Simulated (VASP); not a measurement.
# AlSi16 (a cell with a defect) in VASP: single point with PBE

Aim: the single point of AlSi16 (a cell with a defect) with PBE.

Program: VASP 6.6.1. These are calculated values, not measurements. Logs are shortened: lines on timing, memory, paths and dates and some standing lists are left out, and cuts for length are marked.

### 1 The cell of the first run

The cell holds a defect, 17 atoms: a = 7.679 Å, b = 7.679 Å, c = 7.679 Å, α = 60.00°, β = 60.00°, γ = 60.00°.

### 2 Single point, PBE, collinear spin

File INCAR:

```
SYSTEM = AlSi16
PREC = Accurate
ENCUT = 520
EDIFF = 1E-7
ISMEAR = -1
SIGMA = 0.05
LREAL = Auto
LASPH = .TRUE.
NELM = 150
ALGO = Normal
ISIF = 2
LWAVE = .FALSE.
LCHARG = .FALSE.
ISPIN = 2
MAGMOM = 0 0 0 0 0 0 0 0 0 0 0 0 0 0 0 0 1
LORBIT = 11
GGA = PE
NBANDS = 52
```

File KPOINTS:

```
Automatic mesh
0
G
  2 2 2
  0 0 0
```

File POSCAR:

```
AlSi16
1.0
    0.0000000000      5.4300000000      5.4300000000
    5.4300000000      0.0000000000      5.4300000000
    5.4300000000      5.4300000000      0.0000000000
Si Al
16 1
Direct
    0.0048933088     -0.0154302670      0.0055310919
    0.1265092021      0.1234085505      0.1265136594
   -0.0041166683      0.0012290309      0.5013276049
    0.1267004376      0.1232871276      0.6232881843
    0.0037433895      0.5042447031      0.0041173402
    0.1268598395      0.6231641163      0.1238158237
    0.0046189604      0.5053686665      0.4852945000
    0.1264482975      0.6264164066      0.6234881208
    0.5013247110      0.0009179719     -0.0035229989
    0.6236663503      0.1234178310      0.1264489176
    0.5015395534      0.0011641945      0.5012642494
    0.6246660823      0.1253146751      0.6252156874
    0.4886680360      0.5039464903      0.0038315750
    0.6239284564      0.6260988533      0.1261336689
    0.5012576059      0.4965829493      0.5009479992
    0.6237480935      0.6263487329      0.6235005165
    0.8781319440      0.3717891672      0.8730366596
```

Potentials or basis: VASP PAW PBE potentials, release 64 (Si, Al).

Run with:

```console
$ cat potpaw_PBE.64/Si/POTCAR potpaw_PBE.64/Al/POTCAR > POTCAR
$ mpirun -np 1 vasp_std > vasp.out
```

OUTCAR:

```text
SYSTEM = AlSi16
   PREC = Accurate
   ENCUT = 520
   EDIFF = 1E-7
   ISMEAR = -1
   LREAL = Auto
   LASPH = .TRUE.
   NELM = 150
   ISIF = 2
   ISPIN = 2
   LORBIT = 11
   GGA = PE

 ion  position               nearest neighbor table
   1  0.005  0.985  0.006-   6 2.27  10 2.39   2 2.39   4 2.40  17 2.43
   2  0.127  0.123  0.127-   9 2.35   3 2.35   5 2.39   1 2.39  17 2.73
   3  0.996  0.001  0.501-  12 2.33   8 2.35   2 2.35   4 2.35
   4  0.127  0.123  0.623-   3 2.35  11 2.35   7 2.40   1 2.40  17 2.71
   5  0.004  0.504  0.004-   6 2.27  14 2.38   8 2.39   2 2.39  17 2.44
   6  0.127  0.623  0.124-   1 2.27   7 2.27   5 2.27  13 2.27
   7  0.005  0.505  0.485-   6 2.27  16 2.39   8 2.39   4 2.40  17 2.43
   8  0.126  0.626  0.623-  15 2.35   3 2.35   5 2.39   7 2.39  17 2.73
   9  0.501  0.001  0.996-  12 2.33  10 2.35  14 2.35   2 2.35
  10  0.624  0.123  0.126-   9 2.35  11 2.35  13 2.39   1 2.39  17 2.73
  11  0.502  0.001  0.501-  12 2.33  16 2.35  10 2.35   4 2.35
  12  0.625  0.125  0.625-   3 2.33  11 2.33   9 2.33  15 2.33
  13  0.489  0.504  0.004-   6 2.27  14 2.38  16 2.39  10 2.39  17 2.44
  14  0.624  0.626  0.126-  15 2.35   9 2.35  13 2.38   5 2.38  17 2.76
  15  0.501  0.497  0.501-  12 2.33  16 2.35   8 2.35  14 2.35
  16  0.624  0.626  0.624-  15 2.35  11 2.35  13 2.39   7 2.39  17 2.74
  17  0.878  0.372  0.873-   1 2.43   7 2.43   5 2.44  13 2.44   4 2.71   2 2.73  10 2.73   8 2.73
                            16 2.74  14 2.76

  LATTYP: Found a face centered cubic cell.
 ALAT       =    10.8600000000

  Lattice vectors:

 A1 = (   0.0000000000,   5.4300000000,   5.4300000000)
 A2 = (   5.4300000000,   0.0000000000,   5.4300000000)
 A3 = (   5.4300000000,   5.4300000000,   0.0000000000)

Analysis of symmetry for initial positions (statically):
=====================================================================
 Subroutine PRICEL returns:
 Original cell was already a primitive cell.

 Routine SETGRP: Setting up the symmetry group for a
 face centered cubic supercell.

 Subroutine GETGRP returns: Found  1 space group operations
 (whereof  1 operations were pure point group operations)
 out of a pool of 48 trial point group operations.

The static configuration has the point symmetry C_1 .

Analysis of symmetry for dynamics (positions and initial velocities):
=====================================================================
 Subroutine PRICEL returns:
 Original cell was already a primitive cell.

 Routine SETGRP: Setting up the symmetry group for a
 face centered cubic supercell.

 Subroutine GETGRP returns: Found  1 space group operations
 (whereof  1 operations were pure point group operations)
 out of a pool of 48 trial point group operations.

The dynamic configuration has the point symmetry C_1 .

Analysis of structural, dynamic, and magnetic symmetry:
=====================================================================
 Subroutine PRICEL returns:
 Original cell was already a primitive cell.

 Routine SETGRP: Setting up the symmetry group for a
 face centered cubic supercell.

 Subroutine GETGRP returns: Found  1 space group operations
 (whereof  1 operations were pure point group operations)
 out of a pool of 48 trial point group operations.

The overall configuration has the point symmetry C_1 .

 Subroutine INISYM returns: Found  1 space group operations
 (whereof  1 operations are pure point group operations),
 and found     1 'primitive' translations

----------------------------------------------------------------------------------------

                                     Primitive cell

  volume of cell :     320.2060

  direct lattice vectors                    reciprocal lattice vectors
     0.000000000  5.430000000  5.430000000    -0.092081031  0.092081031  0.092081031
     5.430000000  0.000000000  5.430000000     0.092081031 -0.092081031  0.092081031
     5.430000000  5.430000000  0.000000000     0.092081031  0.092081031 -0.092081031

  length of vectors
[... 78 lines left out ...]
   number of dos      NEDOS =    301   number of ions     NIONS =     17
   total plane-waves  NPLWV = 216000
   dimension x,y,z NGX =    60 NGY =   60 NGZ =   60
   dimension x,y,z NGXF=   120 NGYF=  120 NGZF=  120
   ions per type =              16   1
   NGX,Y,Z   is equivalent  to a cutoff of  12.99, 12.99, 12.99 a.u.
   NGXF,Y,Z  is equivalent  to a cutoff of  25.98, 25.98, 25.98 a.u.
 SYSTEM =  AlSi16
   PREC   = accura    normal or accurate (medium, high low for compatibility)
   ISTART =      0    job   : 0-new  1-cont  2-samecut
   ICHARG =      2    charge: 1-file 2-atom 10-const
   ISPIN  =      2    spin polarized calculation?
   LNONCOLLINEAR =      F non collinear calculations
   LSORBIT =      F    spin-orbit coupling
   LASPH  =      T    aspherical Exc in radial PAW
   ENCUT  =  520.0 eV  38.22 Ry    6.18 a.u.  14.28 14.28 14.28*2*pi/ulx,y,z
   NELM   =    150;   NELMIN=  2; NELMDL= -5     # of ELM steps
   EDIFF  = 0.1E-06   stopping-criterion for ELM
   LREAL  =      T    real-space projection
   EDIFFG = 0.1E-05   stopping-criterion for IOM
   NSW    =      0    number of steps for IOM
   IBRION =     -1    ionic relax: 0-MD 1-quasi-New 2-CG
   NFREE  =      0    steps in history (QN), initial steepest desc. (CG)
   ISIF   =      2    stress and relaxation
   ISYM   =      2    0-nonsym 1-usesym 2-fastsym
   POTIM  = 0.5000    time-step for ionic-motion
   TEBEG  =    0.0;   TEEND  =   0.0 temperature during run
   PSTRESS=    0.0 pullay stress
   NELECT =      67.0000    total number of electrons
   NUPDOWN=      -1.0000    fix difference up-down
   EMIN   =  10.00;   EMAX   =-10.00  energy-range for DOS
   EFERMI =   0.00;   METHOD = LEGACY
   ISMEAR =    -1;   SIGMA  =   0.05  broadening in eV -4-tet -1-fermi 0-gaus
   EFERMI_NEDOS =   21; number of points for ismear=-14 and -15
   IALGO  =     38    algorithm
   IMIX   =      4    mixing-type and parameters
     AMIX     =   0.40;   BMIX     =  1.00
     AMIX_MAG =   1.60;   BMIX_MAG =  1.00
  volume/ion in A,a.u.               =      18.84       127.11
  Fermi-wavevector in a.u.,A,eV,Ry     =   0.971904  1.836632 12.852022  0.944597
  Thomas-Fermi vector in A             =   2.102159
   LORBIT       =     11    0 simple, 1 ext, 2 COOP (PROOUT), +10 PAW based schemes
   GGA     = PE    functional components
   LHFCALC =     F    Hartree Fock is set to
   AEXX    =    0.0000 exact exchange contribution
   IVDW    =     0    specifies the selected vdW correction
   LEPSILON=     F    determine dielectric tensor
   LRPA    =     F    only Hartree local field effects (RPA)
 spin polarized calculation
  energy-cutoff  :      520.00
  volume of cell :      320.21
 maximum number of plane-waves:      8646
 NGX is ok and might be reduce to    60
   NGX = 29   NGY = 29   NGZ = 29

 number of electron      67.0000001 magnetization       0.0000476

 number of electron      67.0000001 magnetization      -0.0000037

 Free energy of the ion-electron system (eV)
  ---------------------------------------------------
  ext. energy  EPLUGINS =         0.00000000
  ---------------------------------------------------
  free energy    TOTEN  =       -86.70805992 eV

  energy without entropy =      -86.68043277  energy(sigma->0) =      -86.69424634

 E-fermi :   6.8979     XC(G=0):  -9.6571

 val. band max:        6.6885942395   @ k =   0.0000   0.0000   0.0000
 cond. band min:       6.9005510930   @ k =   0.0000   0.0000   0.0000
 fundamental gap:      0.2119568535
 Fermi energy:         6.8979496199

 spin component 1

 k-point     1 :       0.0000    0.0000    0.0000
  band No.  band energies     occupation
      1      -6.0056      1.00000
      2      -3.5557      1.00000
      3      -3.5359      1.00000
      4      -3.5352      1.00000
      5      -3.5345      1.00000
      6      -2.4022      1.00000
[... 373 lines left out ...]
     44      10.3350      0.00000
     45      10.4659      0.00000
 Fermi energy:         6.8979496199

 spin component 2

 k-point     1 :       0.0000    0.0000    0.0000
  band No.  band energies     occupation
      1      -6.0056      1.00000
      2      -3.5557      1.00000
      3      -3.5359      1.00000
      4      -3.5352      1.00000
      5      -3.5345      1.00000
      6      -2.4022      1.00000
[... 373 lines left out ...]
     44      10.3350      0.00000
     45      10.4659      0.00000
 [bands above 45 left out]

------------------------ aborting loop because EDIFF is reached ----------------------------------------

  FORCE on cell =-STRESS in cart. coord.  units (eV):
  Direction    XX          YY          ZZ          XY          YZ          ZX
  --------------------------------------------------------------------------------------
  -------------------------------------------------------------------------------------
  Total       10.8048423     10.7975619     10.7986300     -0.0086663     -0.0555730      0.0134857
  in kB       54.0629240     54.0264961     54.0318404     -0.0433628     -0.2780642      0.0674766
  external PRESSURE =      54.0404202 kB  Pullay stress =       0.0000000 kB

 VOLUME and BASIS-vectors are now :
 -----------------------------------------------------------------------------
  energy-cutoff  :      520.00
  volume of cell :      320.21
      direct lattice vectors                 reciprocal lattice vectors
     0.000000000  5.430000000  5.430000000    -0.092081031  0.092081031  0.092081031
     5.430000000  0.000000000  5.430000000     0.092081031 -0.092081031  0.092081031
     5.430000000  5.430000000  0.000000000     0.092081031  0.092081031 -0.092081031

 POSITION                                       TOTAL-FORCE (eV/Angst)
 -----------------------------------------------------------------------------------
      5.37625      0.05660      5.37278         0.012293     -0.032424      0.037674
      1.35708      1.37391      1.35705        -0.010899     -0.000967     -0.015947
      2.72888      8.12986      5.41432         0.000320      0.005801      0.007960
      4.05390      4.07244      1.35743         0.008120      0.003407     -0.004071
      2.76041      0.04268      2.75838        -0.037695     -0.010454     -0.016197
      4.05610      1.36117      4.07263        -0.005361      0.000727     -0.000333
[... 9 lines left out ...]
      6.78668      6.77256      6.78803        -0.008919     -0.004265      0.014649
      6.75940      9.50885      6.78707         0.063689     -0.015696      0.004528
 -----------------------------------------------------------------------------------
    total drift:                                0.000813     -0.001896      0.002773

  FREE ENERGIE OF THE ION-ELECTRON SYSTEM (eV)
  ---------------------------------------------------
  free  energy   TOTEN  =       -86.7080599163 eV

  energy  without entropy=      -86.6804327657  energy(sigma->0) =      -86.69424634

 total charge

# of ion       s       p       d       tot
------------------------------------------
    1        0.759   0.948   0.000   1.707
    2        0.743   0.929   0.000   1.672
    3        0.746   0.949   0.000   1.696
    4        0.743   0.928   0.000   1.671
    5        0.758   0.951   0.000   1.708
    6        0.763   0.993   0.000   1.756
[... 9 lines left out ...]
   16        0.743   0.930   0.000   1.672
   17        0.507   0.335   0.000   0.842
--------------------------------------------------
tot         12.479  15.472   0.000  27.951

 magnetization (x)

# of ion       s       p       d       tot
------------------------------------------
    1        0.000  -0.000   0.000   0.000
    2        0.000   0.000   0.000   0.000
    3       -0.000  -0.000   0.000  -0.000
    4        0.000   0.000   0.000   0.000
    5        0.000  -0.000   0.000   0.000
    6       -0.000  -0.000   0.000  -0.000
[... 9 lines left out ...]
   16        0.000   0.000   0.000   0.000
   17       -0.000   0.000   0.000   0.000
--------------------------------------------------
tot          0.000  -0.000   0.000  -0.000
```

It took 15 min on 1 thread of AMD EPYC 7R43 (Zen 3), shared host; peak memory 0.66 GiB.

What came out:

```
Free energy                                           : -86.7081 eV
Pressure                                              : 5.4 GPa
Largest force                                         : 0.066 eV/Å
Net moment                                            : 0.00 μB per cell
Valence electrons inside the program's atomic spheres : Si 1.71, 1.67, 1.70, 1.76 (each value once); Al 0.84
```

Forces on the atoms (eV/Å):
```
Si   0.012 -0.032  0.038
Si  -0.011 -0.001 -0.016
Si   0.000  0.006  0.008
Si   0.008  0.003 -0.004
Si  -0.038 -0.010 -0.016
Si  -0.005  0.001  0.000
Si   0.008  0.039 -0.034
Si  -0.006 -0.013  0.002
Si   0.007 -0.002  0.001
Si  -0.013  0.018 -0.002
Si   0.002 -0.008 -0.006
Si  -0.007  0.002  0.000
Si  -0.032  0.016  0.010
Si   0.014  0.001  0.003
Si   0.004  0.002 -0.003
Si  -0.009 -0.004  0.015
Al   0.064 -0.016  0.005
```

Levels at points of the mesh, in eV from the Fermi level:
Spin up:
```tsv
k point	band 31	band 32	band 33	band 34	band 35	band 36
(0.00, 0.00, 0.00)	-0.75	-0.75	-0.75	-0.23	-0.22	-0.21
(0.50, 0.00, 0.00)	-1.41	-1.41	-0.60	0.23	0.53	0.55
(0.00, 0.50, 0.00)	-1.40	-1.40	-0.60	0.23	0.54	0.56
(0.00, 0.00, 0.50)	-1.41	-1.40	-0.60	0.23	0.54	0.56
(0.50, 0.50, 0.50)	-1.41	-1.41	-0.60	0.23	0.53	0.55
(0.50, 0.50, 0.00)	-2.02	-1.90	-0.25	0.20	1.09	1.41
(0.00, 0.50, 0.50)	-2.02	-1.90	-0.25	0.20	1.09	1.40
(0.50, 0.00, 0.50)	-2.02	-1.90	-0.25	0.20	1.09	1.41
```
Spin down:
| k point | band 29 | band 30 | band 31 | band 32 | band 33 | band 34 | band 35 | band 36 | band 37 | band 38 |
| --- | --- | --- | --- | --- | --- | --- | --- | --- | --- | --- |
| (0.00, 0.00, 0.00) | -1.75 | -1.74 | -0.75 | -0.75 | -0.75 | -0.23 | -0.22 | -0.21 | 0.00 | 0.00 |
| (0.50, 0.00, 0.00) | -1.57 | -1.57 | -1.41 | -1.41 | -0.60 | 0.23 | 0.53 | 0.55 | 0.88 | 0.88 |
| (0.00, 0.50, 0.00) | -1.57 | -1.57 | -1.40 | -1.40 | -0.60 | 0.23 | 0.54 | 0.56 | 0.88 | 0.88 |
| (0.00, 0.00, 0.50) | -1.57 | -1.57 | -1.41 | -1.40 | -0.60 | 0.23 | 0.54 | 0.56 | 0.88 | 0.88 |
| (0.50, 0.50, 0.50) | -1.57 | -1.57 | -1.41 | -1.41 | -0.60 | 0.23 | 0.53 | 0.55 | 0.88 | 0.88 |
| (0.50, 0.50, 0.00) | -2.15 | -2.02 | -2.02 | -1.90 | -0.25 | 0.20 | 1.09 | 1.41 | 1.41 | 1.46 |
| (0.00, 0.50, 0.50) | -2.15 | -2.02 | -2.02 | -1.90 | -0.25 | 0.20 | 1.09 | 1.40 | 1.41 | 1.46 |
| (0.50, 0.00, 0.50) | -2.15 | -2.02 | -2.02 | -1.90 | -0.25 | 0.20 | 1.09 | 1.41 | 1.41 | 1.46 |

Caveat: the k points lie up to 0.50 Å⁻¹ apart.
